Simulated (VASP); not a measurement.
Write the native input for VASP 6.6.1 that does the following.

| Item | Value |
| --- | --- |
| Task | single point |
| Functional | r2SCAN |
| Potentials or basis | VASP PAW PBE potentials, release 64 (Zn, S) |
| Cutoff | 520 eV |
| k mesh | 6 × 6 × 4 |
| Occupations | gaussian, width 0.05 eV |
| Spin | no spin polarisation |
| Dipole correction | no |
| Further INCAR settings | ALGO = Normal; EDIFF = 1e-06; NBANDS = 26 |

Crystal: ZnS.

```
CELL_PARAMETERS angstrom
3.80672 0.00000 0.00000
-1.90336 3.29672 0.00000
0.00000 0.00000 6.24574
ATOMIC_POSITIONS crystal
Zn 0.33333 0.66667 0.00539
Zn 0.66667 0.33333 0.50539
S 0.25058 0.58392 0.37961
S 0.66667 0.33333 0.87961
```

This cell differs from its parent crystal: atom 3 (S) moved +0.315 Å towards its neighbour atom 3 (S) at 3.807 Å.

These files were run (other wordings do the same):

POSCAR

```
ZnS
1.0
    3.8067217484      0.0000000000      0.0000000000
   -1.9033608742      3.2967177392      0.0000000000
    0.0000000000      0.0000000000      6.2457351519
Zn S
2 2
Direct
    0.3333333333      0.6666666667      0.0053880718
    0.6666666667      0.3333333333      0.5053880718
    0.2505849685      0.5839183018      0.3796119282
    0.6666666667      0.3333333333      0.8796119282
```

INCAR.step1

```
ALGO = Normal
EDIFF = 1E-4
ENCUT = 520
GGA = PE
ISMEAR = 0
LASPH = T
LCHARG = F
LREAL = F
LWAVE = T
NBANDS = 26
NELM = 100
PREC = Accurate
SIGMA = 0.05
```

INCAR.step2

```
ALGO = Normal
EDIFF = 1E-6
ENCUT = 520
ISIF = 2
ISMEAR = 0
ISTART = 1
LASPH = T
LCHARG = T
LELF = T
LMIXTAU = T
LREAL = F
LVHAR = T
LWAVE = F
METAGGA = R2SCAN
NBANDS = 26
NELM = 100
PREC = Accurate
SIGMA = 0.05
```

KPOINTS

```
k-points
0
Gamma
  6 6 4
```

Potentials or basis: VASP PAW PBE potentials, release 64 (Zn, S).

The run is started by

```sh
$ cat potpaw_PBE.64/Zn/POTCAR potpaw_PBE.64/S/POTCAR > POTCAR
$ cp INCAR.step1 INCAR
$ mpirun -np 1 vasp_std > vasp.out
$ cp INCAR.step2 INCAR
$ mpirun -np 1 vasp_std > vasp.out
```

It gave:

The pressure is 2.0 GPa. The largest force is 2.738 eV/Å and the band gap on the k mesh is 2.75 eV, direct.

Caveat: the cell differs from its parent crystal (atom 3 (S) moved +0.315 Å towards its neighbour atom 3 (S) at 3.807 Å); the PAW data sets were made with another functional, which shifts forces and pressure a little.

Wall time 3.2 min on 1 thread of Intel(R) Xeon(R) 6975P-C (Granite Rapids), on a shared host, peak memory 0.27 GiB.
